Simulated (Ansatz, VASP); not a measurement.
**Al2InAs3: VASP beside Ansatz**

```
Al In As
1.0
     4.15541    0.00000    0.00000
    -2.07771    3.59869    0.00000
     0.00000    0.00000   10.18998
Al In As
2 1 3
Direct
  0.33333 0.66667 0.66054
  0.66667 0.33333 0.34009
  0.00000 0.00000 0.99829
  0.00000 0.00000 0.73636
  0.33333 0.66667 0.41654
  0.66667 0.33333 0.09818
```

Alike in both runs: functional PBE; k mesh 6 × 6 × 4; occupations gaussian, width 0.02 eV; no spin polarisation.

Ansatz relaxed the structure, and its values are those at the end. VASP's run is a single point on that final structure, the one shown.

|  | VASP | Ansatz |
| --- | --- | --- |
| version | VASP 6.6.1 | Ansatz 0.2.0 |
| potentials or method | VASP PAW PBE potentials, release 64 (Al, In_d, As), cutoff 520 eV | scalar-relativistic, plane waves, PAW |
| valence electrons in the cell | 34 | 64 |

|  | VASP | Ansatz | Ansatz less VASP |
| --- | --- | --- | --- |
| gap on the k mesh at the Fermi level (eV) | 0.65 | 0.65 | -0.001 |
| least direct gap on the mesh (eV) | 0.65 | 0.65 | -0.001 |
| pressure (GPa) | 0.1 | 0.0 | -0.11 |

The functional is the same, so the differences come from potentials, cutoffs and numerics. VASP's potentials hold 34 valence electrons a cell and Ansatz's 64, so a difference there can come from the potentials and not from the codes.
